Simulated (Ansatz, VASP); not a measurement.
## One calculation of MnO2, two programs

```xyz
6
Lattice="2.9042 0.0000 0.0000 0.0000 3.8448 0.0000 0.0000 0.0000 6.1643" Properties=species:S:1:pos:R:3 pbc="T T T"
Mn    1.4521    1.9224    2.1162
Mn    0.0000    0.0000    4.0481
O     1.4521    0.0000    5.1630
O     0.0000    1.9224    1.0013
O     1.4521    0.0000    2.6001
O     0.0000    1.9224    3.5642
```

Alike in both runs: task single point; functional PBEsol; k mesh 8 × 6 × 4; occupations fermi-dirac, width 0.05 eV; collinear spin; fixed moment 8 μB.

|  | VASP | Ansatz |
| --- | --- | --- |
| version | VASP 6.6.1 | Ansatz 0.2.0 |
| potentials or method | VASP PAW PBE potentials, release 64 (Mn_pv, O) | Ansatz PAW |
| plane-wave cutoff (eV) | 520 | 420 |
| valence electrons in the cell | 50 | 54 |

Ansatz gave:

| Property | Result |
| --- | --- |
| pressure (GPa) | -0.3 |
| traceless stress, the component that is largest in VASP (GPa) | -2.14 |
| rms of the force components (eV/Å) | 0.297 |
| net moment per atom (μB) | 1.33 |
| size of the moment on the site where the two differ most (μB) | 2.73 |

Task: Which values does VASP return?

Result: Pressure (GPa): 0.2; traceless stress, the component that is largest in VASP (GPa): -2.16; rms of the force components (eV/Å): 0.321; net moment per atom (μB): 1.33; size of the moment on the site where the two differ most (μB): 3.18.

VASP's potentials were made for PBE, not for PBEsol. Site moments also hang on the region over which each program counts them. Atom by atom the forces differ by 0.036 eV/Å (rms over components). VASP's potentials hold 50 valence electrons a cell and Ansatz's 54, so a difference there can come from the potentials and not from the codes.
